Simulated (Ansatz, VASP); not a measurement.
# Two plane-wave programs on BaF2

```
CELL_PARAMETERS angstrom
0.00000 3.12300 3.12300
3.12300 0.00000 3.12300
3.12300 3.12300 0.00000
ATOMIC_POSITIONS crystal
Ba 0.00000 0.00000 0.00000
F 0.25000 0.25000 0.25000
F 0.75000 0.75000 0.75000
```

Alike in both runs: functional PBE; k mesh 6 × 6 × 6; occupations gaussian, width 0.02 eV; no spin polarisation.

Ansatz relaxed the structure, and its values are those at the end. VASP's run is a single point on that final structure, the one shown.

|  | VASP | Ansatz |
| --- | --- | --- |
| version | VASP 6.6.1 | Ansatz 0.2.0 |
| potentials or method | VASP PAW PBE potentials, release 64 (Ba_sv, F), cutoff 600 eV | scalar-relativistic, plane waves, PAW |
| valence electrons in the cell | 24 | 24 |

```csv
,VASP,Ansatz,Ansatz less VASP
gap on the k mesh at the Fermi level (eV),6.68,6.75,+0.071
least direct gap on the mesh (eV),6.73,6.82,+0.081
pressure (GPa),0.9,0.0,-0.90
```

With one functional, cell and mesh, what is left measures potentials, basis and numerics.

Neither program's run includes spin-orbit coupling.
